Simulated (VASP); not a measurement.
AgI, 2 atoms in the cell. It takes space group F-43m (No. 216, cubic). The conventional cell has a = 6.631 Å, b = 6.631 Å, c = 6.631 Å, α = 90.00°, β = 90.00°, γ = 90.00°. Within 3.8 Å of Ag (site symmetry -43m) lie 4 I at 2.87 Å. Within 3.8 Å of I (site symmetry -43m) lie 4 Ag at 2.87 Å. 

```yaml
Program: VASP 6.6.1
Task: single point
Functional: PBE
Potentials_or_basis: VASP PAW PBE potentials, release 64 (Ag, I)
Cutoff: 500 eV
k_mesh: 8 × 8 × 8
Occupations: gaussian, width 0.02 eV
Spin: non-collinear spin, zero start, spin-orbit coupling
Starting_moments: "[[0.0, 0.0, 0.0], [0.0, 0.0, 0.0]] μB"
Dipole_correction: no
Further_INCAR_settings: ALGO = Normal; EDIFF = 1e-06; NBANDS = 30
```

Potentials or basis: VASP PAW PBE potentials, release 64 (Ag, I).

Run with:

```sh
$ cat potpaw_PBE.64/Ag/POTCAR potpaw_PBE.64/I/POTCAR > POTCAR
$ mpirun -np 1 vasp_ncl > vasp.out
```

Hardware: 1 thread of Oxide Virtual Turin-like Processor, on a shared host.

Q: Estimate the wall time of this run.

A: It took 2.9 min on 1 thread of Oxide Virtual Turin-like Processor, with other jobs on the host, peak memory 0.42 GiB. Counts: scf iterations 13, k points 43.
